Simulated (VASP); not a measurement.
# Rh (Fm-3m) in VASP: a series of runs

Rh is run at these levels: r2SCAN; tasks: single point.

Everything below comes from runs of VASP 6.6.1. Logs are shortened: lines on timing, memory, paths and dates and some standing lists are left out, and cuts for length are marked.

### 1 The cell of the first run

The structure is cubic, space group Fm-3m (No. 225). The conventional cell has a = 3.689 Å, b = 3.689 Å, c = 3.689 Å, α = 90.00°, β = 90.00°, γ = 90.00°. Rh (site symmetry m-3m) has 12 Rh at 2.61 Å within 3.4 Å.

### 2 Single point, r2SCAN (strain -0.030 along x and y, -0.030 along z)

POSCAR

```
Rh
1.0
    0.0000000000      1.8445035000      1.8445035000
    1.8445035000      0.0000000000      1.8445035000
    1.8445035000      1.8445035000      0.0000000000
Rh
1
Direct
    0.0000000000      0.0000000000      0.0000000000
```

INCAR.step1

```
SYSTEM = Rh
PREC = Accurate
ENCUT = 520
ISMEAR = 0
SIGMA = 0.15
LREAL = .False.
LASPH = .True.
NELM = 60
NBANDS = 14
GGA = PE
ALGO = Normal
EDIFF = 1E-4
LWAVE = .True.
LCHARG = .False.
```

INCAR.step2

```
SYSTEM = Rh
PREC = Accurate
ENCUT = 520
EDIFF = 1E-6
ISMEAR = 0
SIGMA = 0.15
LREAL = .False.
LASPH = .True.
NELM = 60
ALGO = Normal
ISIF = 2
LWAVE = .False.
LCHARG = .True.
METAGGA = R2SCAN
LMIXTAU = .True.
LELF = .True.
LVHAR = .True.
NBANDS = 14
ISTART = 1
```

KPOINTS

```
regular mesh
0
Gamma
  8 8 8
  0 0 0
```

Potentials or basis: VASP PAW PBE potentials, release 64 (Rh_pv).

Started as:

```console
> cat potpaw_PBE.64/Rh_pv/POTCAR > POTCAR
> cp INCAR.step1 INCAR
> mpirun -np 1 vasp_std > vasp.out
> cp INCAR.step2 INCAR
> mpirun -np 1 vasp_std > vasp.out
```

OUTCAR:

```text
SYSTEM = Rh
   PREC = Accurate
   ENCUT = 520
   EDIFF = 1E-6
   ISMEAR = 0
   LREAL = .False.
   LASPH = .True.
   NELM = 60
   ISIF = 2
   METAGGA = R2SCAN
   ISTART = 1

 ion  position               nearest neighbor table
   1  0.000  0.000  0.000-

  LATTYP: Found a face centered cubic cell.
 ALAT       =     3.6890070000

  Lattice vectors:

 A1 = (   0.0000000000,   1.8445035000,   1.8445035000)
 A2 = (   1.8445035000,   0.0000000000,   1.8445035000)
 A3 = (   1.8445035000,   1.8445035000,   0.0000000000)

Analysis of symmetry for initial positions (statically):
=====================================================================
 Subroutine PRICEL returns:
 Original cell was already a primitive cell.

 Routine SETGRP: Setting up the symmetry group for a
 face centered cubic supercell.

 Subroutine GETGRP returns: Found 48 space group operations
 (whereof 48 operations were pure point group operations)
 out of a pool of 48 trial point group operations.

The static configuration has the point symmetry O_h .

Analysis of symmetry for dynamics (positions and initial velocities):
=====================================================================
 Subroutine PRICEL returns:
 Original cell was already a primitive cell.

 Routine SETGRP: Setting up the symmetry group for a
 face centered cubic supercell.

 Subroutine GETGRP returns: Found 48 space group operations
 (whereof 48 operations were pure point group operations)
 out of a pool of 48 trial point group operations.

The dynamic configuration has the point symmetry O_h .

 Subroutine INISYM returns: Found 48 space group operations
 (whereof 48 operations are pure point group operations),
 and found     1 'primitive' translations

----------------------------------------------------------------------------------------

                                     Primitive cell

  volume of cell :      12.5507

  direct lattice vectors                    reciprocal lattice vectors
     0.000000000  1.844503500  1.844503500    -0.271075658  0.271075658  0.271075658
     1.844503500  0.000000000  1.844503500     0.271075658 -0.271075658  0.271075658
     1.844503500  1.844503500  0.000000000     0.271075658  0.271075658 -0.271075658

  length of vectors
     2.608521866  2.608521866  2.608521866     0.469516812  0.469516812  0.469516812

  position of ions in fractional coordinates (direct lattice)
     0.000000000  0.000000000  0.000000000

  ion indices of the primitive-cell ions
   primitive index   ion index
                 1           1

----------------------------------------------------------------------------------------

 KPOINTS: regular mesh

Automatic generation of k-mesh.
 Grid dimensions read from file:
 generate k-points for:    8    8    8

 Generating k-lattice:

  Cartesian coordinates                     Fractional coordinates (reciprocal lattice)
    -0.033884457  0.033884457  0.033884457     0.125000000  0.000000000  0.000000000
     0.033884457 -0.033884457  0.033884457     0.000000000  0.125000000  0.000000000
     0.033884457  0.033884457 -0.033884457     0.000000000  0.000000000  0.125000000

  Length of vectors
     0.058689602  0.058689602  0.058689602

  Shift w.r.t. Gamma in fractional coordinates (k-lattice)
     0.000000000  0.000000000  0.000000000

 Subroutine IBZKPT returns following result:
 ===========================================

 Found     29 irreducible k-points:

 Following reciprocal coordinates:
            Coordinates               Weight
  0.000000  0.000000  0.000000      1.000000
  0.125000  0.000000  0.000000      8.000000
  0.250000  0.000000  0.000000      8.000000
  0.375000  0.000000  0.000000      8.000000
  0.500000  0.000000  0.000000      4.000000
  0.125000  0.125000  0.000000      6.000000
[... 16 lines left out ...]
  0.500000  0.250000  0.125000     48.000000
 -0.375000  0.250000  0.125000     24.000000
 [... further k-points ...]
   k-points           NKPTS =     29   k-points in BZ     NKDIM =     29   number of bands    NBANDS=     14
   number of dos      NEDOS =    301   number of ions     NIONS =      1
   total plane-waves  NPLWV =   8000
   dimension x,y,z NGX =    20 NGY =   20 NGZ =   20
   dimension x,y,z NGXF=    40 NGYF=   40 NGZF=   40
   ions per type =               1
   NGX,Y,Z   is equivalent  to a cutoff of  12.75, 12.75, 12.75 a.u.
   NGXF,Y,Z  is equivalent  to a cutoff of  25.49, 25.49, 25.49 a.u.
 SYSTEM =  Rh
   PREC   = accura    normal or accurate (medium, high low for compatibility)
   ISTART =      1    job   : 0-new  1-cont  2-samecut
   ICHARG =      0    charge: 1-file 2-atom 10-const
   ISPIN  =      1    spin polarized calculation?
   LNONCOLLINEAR =      F non collinear calculations
   LSORBIT =      F    spin-orbit coupling
   LASPH  =      T    aspherical Exc in radial PAW
   ENCUT  =  520.0 eV  38.22 Ry    6.18 a.u.   4.85  4.85  4.85*2*pi/ulx,y,z
   NELM   =     60;   NELMIN=  2; NELMDL=  0     # of ELM steps
   EDIFF  = 0.1E-05   stopping-criterion for ELM
   LREAL  =      F    real-space projection
   EDIFFG = 0.1E-04   stopping-criterion for IOM
   NSW    =      0    number of steps for IOM
   IBRION =     -1    ionic relax: 0-MD 1-quasi-New 2-CG
   NFREE  =      0    steps in history (QN), initial steepest desc. (CG)
   ISIF   =      2    stress and relaxation
   ISYM   =      2    0-nonsym 1-usesym 2-fastsym
   POTIM  = 0.5000    time-step for ionic-motion
   TEBEG  =    0.0;   TEEND  =   0.0 temperature during run
   PSTRESS=    0.0 pullay stress
   NELECT =      15.0000    total number of electrons
   NUPDOWN=      -1.0000    fix difference up-down
   EMIN   =  10.00;   EMAX   =-10.00  energy-range for DOS
   EFERMI =   0.00;   METHOD = LEGACY
   ISMEAR =     0;   SIGMA  =   0.15  broadening in eV -4-tet -1-fermi 0-gaus
   EFERMI_NEDOS =   21; number of points for ismear=-14 and -15
   IALGO  =     38    algorithm
   IMIX   =      4    mixing-type and parameters
     AMIX     =   0.40;   BMIX     =  1.00
     AMIX_MAG =   1.60;   BMIX_MAG =  1.00
  volume/ion in A,a.u.               =      12.55        84.70
  Fermi-wavevector in a.u.,A,eV,Ry     =   1.737330  3.283079 41.066698  3.018317
  Thomas-Fermi vector in A             =   2.810575
   LORBIT       =      0    0 simple, 1 ext, 2 COOP (PROOUT), +10 PAW based schemes
   METAGGA = R2SCAN    functional components
   LHFCALC =     F    Hartree Fock is set to
   AEXX    =    0.0000 exact exchange contribution
   IVDW    =     0    specifies the selected vdW correction
   LEPSILON=     F    determine dielectric tensor
   LRPA    =     F    only Hartree local field effects (RPA)
 non-spin polarized calculation
 Gauss-broadening in eV      SIGMA  =   0.15
  energy-cutoff  :      520.00
  volume of cell :       12.55
 maximum number of plane-waves:       346
   NGX =  9   NGY =  9   NGZ =  9

 number of electron      14.9999995 magnetization

 Free energy of the ion-electron system (eV)
  ---------------------------------------------------
  ext. energy  EPLUGINS =         0.00000000
  ---------------------------------------------------
  free energy    TOTEN  =       -23.99481475 eV

  energy without entropy =      -23.97829317  energy(sigma->0) =      -23.98655396

 E-fermi :  13.5418     XC(G=0): -15.8837

 val. band max:       13.5140404934   @ k =  -0.3750   0.2500   0.0000
 cond. band min:      13.6063597890   @ k =   0.3750   0.0000   0.0000
 fundamental gap:      0.0923192956
 Fermi energy:        13.5417944945

 k-point     1 :       0.0000    0.0000    0.0000
  band No.  band energies     occupation
      1     -34.4213      2.00000
      2     -34.4213      2.00000
      3     -34.4213      2.00000
      4       4.6184      2.00000
      5       9.8597      2.00000
      6       9.8597      2.00000
      7       9.8597      2.00000
      8      12.2945      2.00000
      9      12.2945      2.00000
     10      30.0817      0.00000
     11      30.8754      0.00000
     12      36.3941      0.00000
     13      36.3941      0.00000
     14      36.3941      0.00000

 k-point     2 :       0.1250    0.0000    0.0000
  band No.  band energies     occupation
      1     -34.5851      2.00000
      2     -34.4429      2.00000
      3     -34.4429      2.00000
      4       5.3031      2.00000
      5       9.5768      2.00000
      6      10.1132      2.00000
      7      10.1132      2.00000
      8      12.1703      2.00000
      9      12.1703      2.00000
     10      30.8752      0.00000
     11      31.1019      0.00000
     12      33.7168      0.00000
     13      37.4712      0.00000
     14      37.4712      0.00000

 k-point     3 :       0.2500    0.0000    0.0000
  band No.  band energies     occupation
      1     -34.9709      2.00000
      2     -34.4945      2.00000
      3     -34.4945      2.00000
      4       6.5211      2.00000
      5       9.7938      2.00000
      6      10.2649      2.00000
      7      10.2649      2.00000
      8      12.4976      2.00000
      9      12.4976      2.00000
     10      29.9695      0.00000
     11      30.8776      0.00000
     12      32.2095      0.00000
     13      40.1651      0.00000
     14      40.1651      0.00000

 k-point     4 :       0.3750    0.0000    0.0000
  band No.  band energies     occupation
      1     -35.3442      2.00000
      2     -34.5456      2.00000
      3     -34.5456      2.00000
      4       6.5200      2.00000
      5       9.9111      2.00000
      6       9.9111      2.00000
      7      12.3024      2.00000
      8      13.6064      0.54271
      9      13.6064      0.54262
     10      26.1048      0.00000
     11      30.5697      0.00000
     12      30.8770      0.00000
     13      38.2625      0.00000
     14      38.2626      0.00000

 k-point     5 :       0.5000    0.0000    0.0000
  band No.  band energies     occupation
      1     -35.4953      2.00000
      2     -34.5667      2.00000
      3     -34.5667      2.00000
      4       6.3384      2.00000
      5       9.7195      2.00000
      6       9.7195      2.00000
      7      14.2150      0.00000
      8      14.2150      0.00000
      9      14.3251      0.00000
     10      23.6366      0.00000
     11      29.6781      0.00000
[... 276 lines left out ...]
 k-point    22 :       0.3750    0.2500    0.1250
  band No.  band energies     occupation
      1     -35.0627      2.00000
      2     -34.6940      2.00000
      3     -34.5614      2.00000
      4       7.7655      2.00000
      5       8.2740      2.00000
      6       9.8283      2.00000
      7      11.7882      2.00000
      8      11.9862      2.00000
      9      14.4953      0.00000
     10      30.5728      0.00000
     11      30.8816      0.00000
     12      32.3216      0.00000
     13      34.9963      0.00000
     14      36.8736      0.00000

 k-point    23 :       0.5000    0.2500    0.1250
  band No.  band energies     occupation
      1     -35.2633      2.00000
      2     -34.8129      2.00000
      3     -34.6234      2.00000
      4       7.7283      2.00000
      5       8.8351      2.00000
      6       9.5732      2.00000
      7      11.4431      2.00000
      8      13.3700      1.89473
      9      17.2187      0.00000
     10      26.6511      0.00000
     11      30.8742      0.00000
     12      31.0230      0.00000
     13      32.8925      0.00000
     14      37.9195      0.00000

 k-point    24 :      -0.3750    0.2500    0.1250
  band No.  band energies     occupation
      1     -35.3493      2.00000
      2     -34.8502      2.00000
      3     -34.6569      2.00000
      4       7.6400      2.00000
      5       8.5343      2.00000
      6      10.4051      2.00000
      7      11.0820      2.00000
      8      13.9846      0.00003
      9      19.7005      0.00000
     10      23.2910      0.00000
     11      30.8750      0.00000
     12      30.9825      0.00000
     13      32.2267      0.00000
     14      36.4934      0.00000

 [... further k-points ...]
[... 5 lines left out ...]
  --------------------------------------------------------------------------------------
  -------------------------------------------------------------------------------------
  Total        2.6870711      2.6870711      2.6870711      0.0000000      0.0000000     -0.0000000
  in kB      343.0214604    343.0214604    343.0214604      0.0000000      0.0000000     -0.0000000
  external PRESSURE =     343.0214604 kB  Pullay stress =       0.0000000 kB

 VOLUME and BASIS-vectors are now :
 -----------------------------------------------------------------------------
  energy-cutoff  :      520.00
  volume of cell :       12.55
      direct lattice vectors                 reciprocal lattice vectors
     0.000000000  1.844503500  1.844503500    -0.271075658  0.271075658  0.271075658
     1.844503500  0.000000000  1.844503500     0.271075658 -0.271075658  0.271075658
     1.844503500  1.844503500  0.000000000     0.271075658  0.271075658 -0.271075658

 POSITION                                       TOTAL-FORCE (eV/Angst)
 -----------------------------------------------------------------------------------
      0.00000      0.00000      0.00000         0.000000     -0.000000      0.000000
 -----------------------------------------------------------------------------------
    total drift:                                0.000000     -0.000000      0.000000

  FREE ENERGIE OF THE ION-ELECTRON SYSTEM (eV)
  ---------------------------------------------------
  free  energy   TOTEN  =       -23.9948147514 eV

  energy  without entropy=      -23.9782931686  energy(sigma->0) =      -23.98655396
```

It took 20 s on 1 thread of Intel Xeon 6975P-C, shared host; peak memory 0.13 GiB.

Results:

```
Free energy : -23.9948 eV
Pressure    : 34.3 GPa
```

Caveat: the k points lie up to 0.37 Å⁻¹ apart; the cell differs from its parent crystal (strain -0.030 along x and y, -0.030 along z); the PAW data sets were made with another functional, which shifts forces and pressure a little.

### 3 Single point, r2SCAN (strain -0.015 along x and y, -0.015 along z)

POSCAR

```
Rh
1.0
    0.0000000000      1.8730267500      1.8730267500
    1.8730267500      0.0000000000      1.8730267500
    1.8730267500      1.8730267500      0.0000000000
Rh
1
Direct
    0.0000000000      0.0000000000      0.0000000000
```

INCAR.step1

```
PREC     = Accurate       # precision mode
ENCUT    = 520            # plane-wave cutoff, eV
ISMEAR   = 0              # smearing method
SIGMA    = 0.15           # smearing width, eV
LREAL    = False          # projectors in reciprocal space
LASPH    = True           # aspherical terms in the spheres
NELM     = 100            # most SCF steps
NBANDS   = 14             # bands
GGA      = PE             # functional
ALGO     = Normal         # electronic algorithm
EDIFF    = 1E-4           # SCF threshold, eV
LWAVE    = True           # write WAVECAR
LCHARG   = False          # write CHGCAR
```

INCAR.step2

```
PREC     = Accurate       # precision mode
ENCUT    = 520            # plane-wave cutoff, eV
EDIFF    = 1E-7           # SCF threshold, eV
ISMEAR   = 0              # smearing method
SIGMA    = 0.15           # smearing width, eV
LREAL    = False          # projectors in reciprocal space
LASPH    = True           # aspherical terms in the spheres
NELM     = 100            # most SCF steps
ALGO     = Normal         # electronic algorithm
ISIF     = 2              # what is computed and relaxed
LWAVE    = False          # write WAVECAR
LCHARG   = True           # write CHGCAR
METAGGA  = R2SCAN         # meta-GGA
LMIXTAU  = True         
LELF     = True           # ELF
LVHAR    = True         
NBANDS   = 14             # bands
ISTART   = 1
```

KPOINTS

```
regular mesh
0
Gamma
  8 8 8
```

Potentials or basis: VASP PAW PBE potentials, release 64 (Rh_pv).

Started as:

```console
> cat potpaw_PBE.64/Rh_pv/POTCAR > POTCAR
> cp INCAR.step1 INCAR
> mpirun -np 1 vasp_std > vasp.out
> cp INCAR.step2 INCAR
> mpirun -np 1 vasp_std > vasp.out
```

It took 23 s on 1 thread of Intel Xeon 6975P-C, shared host; peak memory 0.13 GiB.

Results (log left out):

| Item | Value |
| --- | --- |
| Free energy | -24.0865 eV |
| Pressure | 15.9 GPa |

Levels at points of the mesh, in eV from the Fermi level:
```
           k point  band 4  band 5  band 6  band 7  band 8  band 9  band 10  band 11
(0.00, 0.00, 0.00)   -8.57   -3.43   -3.43   -3.43   -1.17   -1.17    16.61    17.37
(0.50, 0.00, 0.00)   -6.77   -3.56   -3.56    0.62    0.62    0.82     9.55    16.19
(0.50, 0.50, 0.00)   -7.04   -6.64    0.54    1.11    1.11    3.51    13.45    14.25
```

Caveat: the k points lie up to 0.36 Å⁻¹ apart; the cell differs from its parent crystal (strain -0.015 along x and y, -0.015 along z); the PAW data sets were made with another functional, which shifts forces and pressure a little.
